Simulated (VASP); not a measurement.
A run of VASP 6.6.1 is set up as follows.

File INCAR:

```
SYSTEM = HfN
  PREC = Accurate
  ENCUT = 520
  EDIFF = 1E-6
  ISMEAR = -1
  SIGMA = 0.03
  LREAL = .False.
  LASPH = .True.
  NELM = 100
  ALGO = Normal
  ISIF = 2
  LWAVE = .False.
  LCHARG = .False.
  GGA = CA
  NBANDS = 14
```

Contents of KPOINTS:

```
regular mesh
0
Gamma
  11 11 11
  0 0 0
```

The input POSCAR:

```
HfN
1.0
    0.0000000000      2.1781440517      2.1781440517
    2.1781440517      0.0000000000      2.1781440517
    2.1781440517      2.1781440517      0.0000000000
Hf N
1 1
Direct
    0.0000000000      0.0000000000      0.0000000000
    0.5000000000      0.5000000000      0.5000000000
```

Potentials or basis: VASP PAW LDA potentials, release 64 (Hf_pv, N).

Command:

```bash
$ cat potpaw_LDA.64/Hf_pv/POTCAR potpaw_LDA.64/N/POTCAR > POTCAR
$ mpirun -np 1 vasp_std > vasp.out
```

Task: Estimate the pressure.

Result: 26.0 GPa.
